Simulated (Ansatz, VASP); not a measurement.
Two plane-wave programs on F

```
F
1.0
     2.51122   -1.63049    0.10274
     2.51122    1.63049    0.10274
    -0.30117    0.00000    6.47670
F
4
Direct
  0.59627 0.90355 0.59659
  0.09645 0.40373 0.90341
  0.40373 0.09645 0.40341
  0.90355 0.59627 0.09659
```

Change from the starting cell: uniaxial_x strain +2.1%.

Alike in both runs: task single point; functional r2SCAN; k mesh 10 × 10 × 4; no spin polarisation.

|  | VASP | Ansatz |
| --- | --- | --- |
| version | VASP 6.6.1 | Ansatz 0.2.0 |
| potentials or method | VASP PAW PBE potentials, release 64 (F) | plane waves, PAW |
| plane-wave cutoff (eV) | 520 | 500 |
| occupations | gaussian, width 0.01 eV | fixed |
| valence electrons in the cell | 28 | 28 |

|  | VASP | Ansatz | Ansatz less VASP |
| --- | --- | --- | --- |
| gap on the k mesh at the Fermi level (eV) | 3.77 | 3.86 | +0.088 |
| pressure (GPa) | 1.4 | 0.5 | -0.87 |
| traceless stress, the component that is largest in VASP (GPa) | 2.27 | 0.03 | -2.237 |
| rms of the force components (eV/Å) | 0.315 | 0.019 | -0.2963 |

VASP's potentials were made for PBE, not for r2SCAN. Atom by atom the forces differ by 0.334 eV/Å (rms over components).
